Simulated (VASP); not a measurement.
# Cd2S (P3m1) in VASP: notebook

Aim: see how the results for Cd2S move with the level of theory and the settings. Levels: LDA, PBEsol. Tasks: single point.

Everything below comes from runs of VASP 6.6.1. Logs are shortened: lines on timing, memory, paths and dates and some standing lists are left out, and cuts for length are marked.

### Step 1. The cell of the first run

Symmetry: P3m1, No. 156, trigonal system. Conventional cell: a = 3.909 Å, b = 3.909 Å, c = 5.731 Å, α = 90.00°, β = 90.00°, γ = 120.00°. Cd (site symmetry 3m) has 2 S at 2.48 to 3.25 Å and 3 Cd at 3.03 Å within 3.3 Å. Cd (site symmetry 3m) has 3 S at 2.57 Å and 3 Cd at 3.03 Å within 3.4 Å. Within 3.3 Å of S (site symmetry 3m) lie 5 Cd at 2.48 to 3.25 Å.

### Step 2. Single point, LDA

File INCAR:

```
PREC = Accurate
ENCUT = 520
EDIFF = 1E-7
ISMEAR = -1
SIGMA = 0.05
LREAL = False
LASPH = True
NELM = 60
ALGO = Normal
ISIF = 2
LWAVE = False
LCHARG = False
GGA = CA
NBANDS = 22
```

File KPOINTS:

```
Automatic mesh
0
Gamma
  8 8 5
```

File POSCAR:

```
Cd2S
1.0
    3.9091138886      0.0000000000      0.0000000000
   -1.9545569443      3.3853919338      0.0000000000
    0.0000000000      0.0000000000      5.7306797810
Cd S
2 1
Direct
    0.3333333333      0.6666666667      0.9327170000
    0.6666666667      0.3333333333      0.5787350000
    0.3333333333      0.6666666667      0.3657050000
```

Potentials or basis: VASP PAW LDA potentials, release 64 (Cd, S).

On the command line:

```sh
cat potpaw_LDA.64/Cd/POTCAR potpaw_LDA.64/S/POTCAR > POTCAR
mpirun -np 1 vasp_std > vasp.out
```

OUTCAR:

```text
PREC = Accurate
   ENCUT = 520
   EDIFF = 1E-7
   ISMEAR = -1
   LREAL = False
   LASPH = True
   NELM = 60
   ISIF = 2
   GGA = CA

 ion  position               nearest neighbor table
   1  0.333  0.667  0.933-   3 2.48   2 3.03   2 3.03   2 3.03   3 3.25
   2  0.667  0.333  0.579-   3 2.57   3 2.57   3 2.57   1 3.03   1 3.03   1 3.03
   3  0.333  0.667  0.366-   1 2.48   2 2.57   2 2.57   2 2.57   1 3.25

  LATTYP: Found a hexagonal cell.
 ALAT       =     3.9091138886
 C/A-ratio  =     1.4659792332

  Lattice vectors:

 A1 = (   3.9091138886,   0.0000000000,   0.0000000000)
 A2 = (  -1.9545569443,   3.3853919338,   0.0000000000)
 A3 = (   0.0000000000,   0.0000000000,   5.7306797810)

Analysis of symmetry for initial positions (statically):
=====================================================================
 Subroutine PRICEL returns:
 Original cell was already a primitive cell.

 Routine SETGRP: Setting up the symmetry group for a
 hexagonal supercell.

 Subroutine GETGRP returns: Found  6 space group operations
 (whereof  6 operations were pure point group operations)
 out of a pool of 24 trial point group operations.

The static configuration has the point symmetry C_3v.

Analysis of symmetry for dynamics (positions and initial velocities):
=====================================================================
 Subroutine PRICEL returns:
 Original cell was already a primitive cell.

 Routine SETGRP: Setting up the symmetry group for a
 hexagonal supercell.

 Subroutine GETGRP returns: Found  6 space group operations
 (whereof  6 operations were pure point group operations)
 out of a pool of 24 trial point group operations.

The dynamic configuration has the point symmetry C_3v.

 Subroutine INISYM returns: Found  6 space group operations
 (whereof  6 operations are pure point group operations),
 and found     1 'primitive' translations

----------------------------------------------------------------------------------------

                                     Primitive cell

  volume of cell :      75.8391

  direct lattice vectors                    reciprocal lattice vectors
     3.909113889  0.000000000  0.000000000     0.255812450  0.147693387  0.000000000
    -1.954556944  3.385391934  0.000000000     0.000000000  0.295386773  0.000000000
     0.000000000  0.000000000  5.730679781     0.000000000  0.000000000  0.174499368

  length of vectors
     3.909113889  3.909113889  5.730679781     0.295386773  0.295386773  0.174499368
[... 76 lines left out ...]
   ICHARG =      2    charge: 1-file 2-atom 10-const
   ISPIN  =      1    spin polarized calculation?
   LNONCOLLINEAR =      F non collinear calculations
   LSORBIT =      F    spin-orbit coupling
   LASPH  =      T    aspherical Exc in radial PAW
   ENCUT  =  520.0 eV  38.22 Ry    6.18 a.u.   7.27  7.27 10.66*2*pi/ulx,y,z
   NELM   =     60;   NELMIN=  2; NELMDL= -5     # of ELM steps
   EDIFF  = 0.1E-06   stopping-criterion for ELM
   LREAL  =      F    real-space projection
   EDIFFG = 0.1E-05   stopping-criterion for IOM
   NSW    =      0    number of steps for IOM
   IBRION =     -1    ionic relax: 0-MD 1-quasi-New 2-CG
   NFREE  =      0    steps in history (QN), initial steepest desc. (CG)
   ISIF   =      2    stress and relaxation
   ISYM   =      2    0-nonsym 1-usesym 2-fastsym
   POTIM  = 0.5000    time-step for ionic-motion
   TEBEG  =    0.0;   TEEND  =   0.0 temperature during run
   PSTRESS=    0.0 pullay stress
   NELECT =      30.0000    total number of electrons
   NUPDOWN=      -1.0000    fix difference up-down
   EMIN   =  10.00;   EMAX   =-10.00  energy-range for DOS
   EFERMI =   0.00;   METHOD = LEGACY
   ISMEAR =    -1;   SIGMA  =   0.05  broadening in eV -4-tet -1-fermi 0-gaus
   EFERMI_NEDOS =   21; number of points for ismear=-14 and -15
   IALGO  =     38    algorithm
   IMIX   =      4    mixing-type and parameters
     AMIX     =   0.40;   BMIX     =  1.00
     AMIX_MAG =   1.60;   BMIX_MAG =  1.00
  volume/ion in A,a.u.               =      25.28       170.60
  Fermi-wavevector in a.u.,A,eV,Ry     =   1.201759  2.270996 19.649875  1.444225
  Thomas-Fermi vector in A             =   2.337559
   LORBIT       =      0    0 simple, 1 ext, 2 COOP (PROOUT), +10 PAW based schemes
   GGA     = CA    functional components
   LHFCALC =     F    Hartree Fock is set to
   AEXX    =    0.0000 exact exchange contribution
   IVDW    =     0    specifies the selected vdW correction
   LEPSILON=     F    determine dielectric tensor
   LRPA    =     F    only Hartree local field effects (RPA)
 non-spin polarized calculation
  energy-cutoff  :      520.00
  volume of cell :       75.84
 maximum number of plane-waves:      2062
 NGX is ok and might be reduce to    30
   NGX = 15   NGY = 15   NGZ = 21

 number of electron      29.9999995 magnetization

 Free energy of the ion-electron system (eV)
  ---------------------------------------------------
  ext. energy  EPLUGINS =         0.00000000
  ---------------------------------------------------
  free energy    TOTEN  =        -8.14896641 eV

  energy without entropy =       -8.14713305  energy(sigma->0) =       -8.14804973

 E-fermi :   1.4794     XC(G=0):  -9.8617

 val. band max:        1.3525969908   @ k =   0.3750   0.2500   0.2000
 cond. band min:       1.5664302909   @ k =   0.5000   0.0000   0.2000
 fundamental gap:      0.2138333000
 Fermi energy:         1.4794130254

 k-point     1 :       0.0000    0.0000    0.0000
  band No.  band energies     occupation
      1     -11.3899      2.00000
      2      -7.0150      2.00000
      3      -7.0150      2.00000
      4      -6.9392      2.00000
      5      -6.9392      2.00000
      6      -6.8380      2.00000
[... 589 lines left out ...]
     21       9.0449      0.00000
     22       9.8849      0.00000

 [... further k-points ...]
[... 5 lines left out ...]
  --------------------------------------------------------------------------------------
  -------------------------------------------------------------------------------------
  Total       -1.3213609     -1.3213609     -1.5965844      0.0000000      0.0000000      0.0000000
  in kB      -27.9150628    -27.9150628    -33.7294329      0.0000000      0.0000000      0.0000000
  external PRESSURE =     -29.8531862 kB  Pullay stress =       0.0000000 kB

 VOLUME and BASIS-vectors are now :
 -----------------------------------------------------------------------------
  energy-cutoff  :      520.00
  volume of cell :       75.84
      direct lattice vectors                 reciprocal lattice vectors
     3.909113889  0.000000000  0.000000000     0.255812450  0.147693387  0.000000000
    -1.954556944  3.385391934  0.000000000     0.000000000  0.295386773  0.000000000
     0.000000000  0.000000000  5.730679781     0.000000000  0.000000000  0.174499368

 POSITION                                       TOTAL-FORCE (eV/Angst)
 -----------------------------------------------------------------------------------
     -0.00000      2.25693      5.34510         0.000000     -0.000000     -0.101613
      1.95456      1.12846      3.31654        -0.000000     -0.000000      0.013427
     -0.00000      2.25693      2.09574        -0.000000      0.000000      0.088186
 -----------------------------------------------------------------------------------
    total drift:                                0.000000     -0.000000     -0.000475

  FREE ENERGIE OF THE ION-ELECTRON SYSTEM (eV)
  ---------------------------------------------------
  free  energy   TOTEN  =        -8.1489664106 eV

  energy  without entropy=       -8.1471330542  energy(sigma->0) =       -8.14804973
```

Wall time 54 s (1 thread of Intel Xeon Platinum 8488C (Sapphire Rapids), shared host); peak memory 0.2 GiB.

What came out:

* Free energy: -8.1490 eV
* Pressure: -3.0 GPa
* Largest force: 0.102 eV/Å
* Band gap on the k mesh: 0.21 eV, indirect (least direct gap 0.57 eV)

Forces on the atoms (eV/Å):
```
Cd   0.000  0.000 -0.102
Cd   0.000  0.000  0.013
S    0.000  0.000  0.088
```

Stress tensor (GPa, compression positive):
```
-2.79  0.00  0.00
 0.00 -2.79  0.00
 0.00  0.00 -3.37
```

Levels at points of the mesh, in eV from the valence-band top:
| k point | band 12 | band 13 | band 14 | band 15 | band 16 | band 17 | band 18 | band 19 |
| --- | --- | --- | --- | --- | --- | --- | --- | --- |
| (0.00, 0.00, 0.00) | -4.56 | -3.78 | -0.62 | -0.62 | 3.22 | 5.15 | 6.86 | 6.86 |
| (0.50, 0.00, 0.00) | -4.62 | -3.05 | -1.58 | -1.23 | 0.59 | 3.17 | 4.71 | 5.96 |

A k mesh can miss the band edges.

### Step 3. Single point, PBEsol

File INCAR:

```
SYSTEM = Cd2S
PREC = Accurate
ENCUT = 520
EDIFF = 1E-6
ISMEAR = -1
SIGMA = 0.05
LREAL = .False.
LASPH = .True.
NELM = 80
ALGO = Normal
ISIF = 2
LWAVE = .False.
LCHARG = .False.
GGA = PS
NBANDS = 22
```

File KPOINTS:

```
regular mesh
0
Gamma
  8 8 5
  0 0 0
```

POSCAR is that of step 2.

Potentials or basis: VASP PAW PBE potentials, release 64 (Cd, S).

On the command line:

```sh
cat potpaw_PBE.64/Cd/POTCAR potpaw_PBE.64/S/POTCAR > POTCAR
mpirun -np 1 vasp_std > vasp.out
```

Wall time 50 s (1 thread of Intel Xeon Platinum 8488C (Sapphire Rapids), shared host); peak memory 0.22 GiB.

The run converged. Its results:

```
Free energy            : -7.3010 eV
Pressure               : -1.0 GPa
Largest force          : 0.082 eV/Å
Band gap on the k mesh : 0.20 eV, indirect (least direct gap 0.58 eV)
```

Forces on the atoms (eV/Å):
```
Cd   0.000  0.000 -0.082
Cd   0.000  0.000  0.039
S    0.000  0.000  0.043
```

Stress tensor (GPa, compression positive):
```
-1.09  0.00  0.00
 0.00 -1.09  0.00
 0.00  0.00 -0.87
```

Levels at points of the mesh, in eV from the valence-band top:
```tsv
k point	band 13	band 14	band 15	band 16	band 17	band 18
(0.00, 0.00, 0.00)	-3.79	-0.67	-0.67	3.27	5.16	6.88
(0.50, 0.00, 0.00)	-3.09	-1.63	-1.21	0.57	3.19	4.70
```

Caveat: the PAW data sets were made with another functional, which shifts forces and pressure a little.

### Step 4. Single point, LDA

This run uses another cell than the first one, of 25.81 Å³/atom, 1.021 times its volume.

File INCAR:

```
ALGO = Normal ; EDIFF = 1E-7
ENCUT = 520 ; GGA = CA
ISIF = 2 ; ISMEAR = -1
LASPH = True ; LCHARG = True
LELF = True ; LREAL = False
LVHAR = True ; LWAVE = False
NBANDS = 22 ; NELM = 100
PREC = Accurate ; SIGMA = 0.05
```

File KPOINTS:

```
k-points
0
Gamma
  8 8 5
```

File POSCAR:

```
Cd2S
1.0
    3.9360741467      0.0000000000      0.0000000000
   -1.9680370733      3.4087402022      0.0000000000
    0.0000000000      0.0000000000      5.7702029595
Cd S
2 1
Direct
    0.3333333333      0.6666666667      0.9327170000
    0.6666666667      0.3333333333      0.5787350000
    0.3333333333      0.6666666667      0.3657050000
```

Potentials or basis: VASP PAW LDA potentials, release 64 (Cd, S).

On the command line:

```sh
cat potpaw_LDA.64/Cd/POTCAR potpaw_LDA.64/S/POTCAR > POTCAR
mpirun -np 1 vasp_std > vasp.out
```

It took 58 s on 1 thread of Intel Xeon Platinum 8488C (Sapphire Rapids), shared host; peak memory 0.2 GiB.

The run converged. Its results:

| Quantity | Value |
| --- | --- |
| Free energy | -8.1155 eV |
| Pressure | -3.8 GPa |
| Largest force | 0.124 eV/Å |
| Band gap on the k mesh | 0.22 eV, indirect (least direct gap 0.57 eV) |

Forces in eV/Å, atoms in the order of the input:
```
Cd   0.000  0.000 -0.055
Cd   0.000  0.000 -0.069
S    0.000  0.000  0.124
```

Stress tensor (GPa, compression positive):
```
-3.48  0.00  0.00
 0.00 -3.48  0.00
 0.00  0.00 -4.52
```

Levels at points of the mesh, in eV from the valence-band top:
```csv
k point,band 13,band 14,band 15,band 16,band 17,band 18
"(0.00, 0.00, 0.00)",-3.71,-0.61,-0.61,3.17,5.08,6.83
"(0.50, 0.00, 0.00)",-2.98,-1.53,-1.24,0.61,3.15,4.70
```

A k mesh can miss the band edges.

### Step 5. Single point, PBEsol

This run uses another cell than the first one, of 25.81 Å³/atom, 1.021 times its volume.

File INCAR:

```
SYSTEM = Cd2S
ALGO = Normal ; EDIFF = 1E-7
ENCUT = 520 ; GGA = PS
ISIF = 2 ; ISMEAR = -1
LASPH = .TRUE. ; LCHARG = .TRUE.
LELF = .TRUE. ; LREAL = .FALSE.
LVHAR = .TRUE. ; LWAVE = .FALSE.
NBANDS = 22 ; NELM = 100
PREC = Accurate ; SIGMA = 0.05
```

File KPOINTS:

```
k-points
0
G
  8 8 5
  0 0 0
```

POSCAR is that of step 4.

Potentials or basis: VASP PAW PBE potentials, release 64 (Cd, S).

On the command line:

```sh
cat potpaw_PBE.64/Cd/POTCAR potpaw_PBE.64/S/POTCAR > POTCAR
mpirun -np 1 vasp_std > vasp.out
```

It took 57 s on 1 thread of Intel Xeon Platinum 8488C (Sapphire Rapids), shared host; peak memory 0.22 GiB.

The run converged. Its results:

```yaml
Free_energy: -7.2866 eV
Pressure: -1.9 GPa
Largest_force: 0.079 eV/Å
Band_gap_on_the_k_mesh: 0.21 eV, indirect (least direct gap 0.57 eV)
```

Forces in eV/Å, atoms in the order of the input:
```
Cd   0.000  0.000 -0.036
Cd   0.000  0.000 -0.043
S    0.000  0.000  0.079
```

Stress tensor (GPa, compression positive):
```
-1.84  0.00  0.00
 0.00 -1.84  0.00
 0.00  0.00 -2.10
```

Levels at points of the mesh, in eV from the valence-band top:
```csv
k point,band 12,band 13,band 14,band 15,band 16,band 17,band 18,band 19
"(0.00, 0.00, 0.00)",-4.51,-3.72,-0.66,-0.66,3.22,5.10,6.85,6.85
"(0.50, 0.00, 0.00)",-4.54,-3.02,-1.58,-1.22,0.58,3.17,4.69,5.90
```

Caveat: the PAW data sets were made with another functional, which shifts forces and pressure a little. A k mesh can miss the band edges.

### Step 6. Overview

```csv
level,potentials or basis,cell,gap on the mesh (eV),pressure (GPa),largest force (eV/Å)
LDA,"VASP PAW LDA potentials, release 64 (Cd, S)","a = 3.909, b = 3.909, c = 5.731 Å, angles 90.0, 90.0, 120.0°, 3 atoms",0.21,-3.0,0.10
PBEsol,"VASP PAW PBE potentials, release 64 (Cd, S)","a = 3.909, b = 3.909, c = 5.731 Å, angles 90.0, 90.0, 120.0°, 3 atoms",0.20,-1.0,0.08
LDA,"VASP PAW LDA potentials, release 64 (Cd, S)","a = 3.936, b = 3.936, c = 5.770 Å, angles 90.0, 90.0, 120.0°, 3 atoms",0.22,-3.8,0.12
PBEsol,"VASP PAW PBE potentials, release 64 (Cd, S)","a = 3.936, b = 3.936, c = 5.770 Å, angles 90.0, 90.0, 120.0°, 3 atoms",0.21,-1.9,0.08
```

Alike in all rows: task single point; no spin polarisation; k mesh 8 × 8 × 5; cutoff (eV) 520; smearing fermi-dirac 0.05 eV.

Caveats: the PAW data sets were made with another functional, which shifts forces and pressure a little (some runs).

Absolute energies hang on the potentials; compare differences alone.
